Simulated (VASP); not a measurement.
CsI: single point with LDA

CsI:

```xyz
2
Lattice="4.5667 0.0000 0.0000 0.0000 4.5667 0.0000 0.0000 0.0000 4.4754" Properties=species:S:1:pos:R:3 pbc="T T T"
Cs    0.0000    0.0000    0.0000
I     2.2833    2.2833    2.2377
```

This cell differs from its parent crystal: zz strain of -2 %.

```json
{
 "Program": "VASP 6.6.1",
 "Task": "single point",
 "Functional": "LDA",
 "Potentials or basis": "VASP PAW LDA potentials, release 64 (Cs_sv, I)",
 "Cutoff": "500 eV",
 "k mesh": "7 × 7 × 7",
 "Occupations": "fermi-dirac, width 0.01 eV",
 "Spin": "no spin polarisation"
}
```

The pressure is -1.2 GPa. The band gap on the k mesh is 3.56 eV, indirect (least direct gap 3.62 eV).

Stress tensor (GPa, compression positive):
```
-1.29  0.00  0.00
 0.00 -1.29  0.00
 0.00  0.00 -0.93
```

Levels at points of the mesh, in eV from the valence-band top:
| k point | band 4 | band 5 | band 6 | band 7 | band 8 | band 9 | band 10 | band 11 | band 12 | band 13 |
| --- | --- | --- | --- | --- | --- | --- | --- | --- | --- | --- |
| (0.00, 0.00, 0.00) | -7.05 | -7.02 | -0.15 | -0.15 | -0.06 | 3.56 | 3.87 | 3.93 | 7.58 | 7.74 |

Wall time 37 s on 1 thread of AMD EPYC 7R43 64-Core Processor (Zen 3), with other jobs on the host, peak memory 0.17 GiB.

Caveat: the cell differs from its parent crystal (zz strain of -2 %); spin-orbit coupling is left out, which moves the levels of the heavy elements. A k mesh can miss the band edges.
